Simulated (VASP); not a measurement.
A run of VASP 6.6.1:

File INCAR:

```
PREC = Accurate
ENCUT = 500
EDIFF = 1E-6
ISMEAR = 0
SIGMA = 0.01
LREAL = False
LASPH = True
NELM = 120
ALGO = Normal
ISIF = 2
LWAVE = False
LCHARG = False
GGA = PE
NBANDS = 24
GGA_COMPAT = False
```

KPOINTS

```
Automatic mesh
0
Gamma
  4 4 2
```

File POSCAR:

```
NaTlS2
1.0
    4.1044901836      0.0000000000      0.0000000000
    0.0000000000      4.1044901836      0.0000000000
    0.0000000000      0.0000000000      6.6389352453
Na S Tl
1 2 1
Direct
    0.0000000000      0.0000000000      0.0000000000
    0.0000000000      0.5000000000      0.2708669239
    0.5000000000      0.0000000000      0.7291330761
    0.5000000000      0.5000000000      0.5000000000
```

Potentials or basis: VASP PAW PBE potentials, release 64 (Na_pv, S, Tl_d).

Launch:

```console
$ cat potpaw_PBE.64/Na_pv/POTCAR potpaw_PBE.64/S/POTCAR potpaw_PBE.64/Tl_d/POTCAR > POTCAR
$ mpirun -np 1 vasp_std > vasp.out
```

Hardware: 1 thread of Intel Xeon 8259CL (shared host).

Estimate the wall time of this run.

Wall time 54 s on 1 thread of Intel Xeon 8259CL, on a shared host, peak memory 0.21 GiB. Counts: scf iterations 14, k points 12.
